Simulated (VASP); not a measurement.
Here is a VASP 6.6.1 calculation.

Contents of INCAR:

```
PREC = Accurate ; ENCUT = 520
EDIFF = 1E-6 ; ISMEAR = -1
SIGMA = 0.08 ; LREAL = False
LASPH = True ; NELM = 80
ALGO = Normal ; ISIF = 2
LWAVE = False ; LCHARG = True
GGA = PE ; LELF = True
LVHAR = True ; NBANDS = 14
```

KPOINTS

```
regular mesh
0
Gamma
  11 11 11
```

File POSCAR:

```
HfC
1.0
    0.0000000000      2.5220204587      2.5220204587
    2.5220204587      0.0000000000      2.5220204587
    2.5220204587      2.5220204587      0.0000000000
Hf C
1 1
Direct
    0.0000000000      0.0000000000      0.0000000000
    0.2500000000      0.2500000000      0.2500000000
```

Potentials or basis: VASP PAW PBE potentials, release 64 (Hf_pv, C).

Run with:

```sh
$ cat potpaw_PBE.64/Hf_pv/POTCAR potpaw_PBE.64/C/POTCAR > POTCAR
$ mpirun -np 1 vasp_std > vasp.out
```

(1) Estimate the band gap on the k mesh.

(2) Predict the pressure.

Answers

(1) 0.51 eV, indirect (least direct gap 0.53 eV).

(2) -0.4 GPa.

Caveat: spin-orbit coupling is left out, which moves the levels of the heavy elements.
